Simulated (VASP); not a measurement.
Co, 4 atoms in the cell. The structure is hexagonal, space group P6_3/mmc (No. 194). Conventional cell: a = 2.471 Å, b = 2.471 Å, c = 8.088 Å, α = 90.00°, β = 90.00°, γ = 120.00°. Co (site symmetry -3m) has 12 Co at 2.47 Å within 3.3 Å. Within 3.3 Å of Co (site symmetry -6m2) lie 12 Co at 2.47 Å. 

| Property | Result |
| --- | --- |
| Program | VASP 6.6.1 |
| Task | single point |
| Functional | revPBE |
| Potentials or basis | VASP PAW PBE potentials, release 64 (Co) |
| Cutoff | 600 eV |
| k mesh | 10 × 10 × 3 |
| Occupations | fermi-dirac, width 0.15 eV |
| Spin | collinear spin, ferromagnetic start |
| Starting moments | [2.5, 2.5, 2.5, 2.5] μB |
| Dipole correction | no |
| Further INCAR settings | ALGO = Normal; EDIFF = 1e-06; NBANDS = 30 |

Potentials or basis: VASP PAW PBE potentials, release 64 (Co).

Launch:

```sh
$ cat potpaw_PBE.64/Co/POTCAR > POTCAR
$ mpirun -np 1 vasp_std > vasp.out
```

Hardware: 1 thread of Intel(R) Xeon(R) Platinum 8259CL CPU @ 2.50GHz (Skylake/Cascade Lake) (shared host).

How long does it take, and how much memory?

Wall time 2 min on 1 thread of Intel(R) Xeon(R) Platinum 8259CL CPU @ 2.50GHz (Skylake/Cascade Lake), on a shared host, peak memory 0.22 GiB. Counts: scf iterations 16, k points 28.
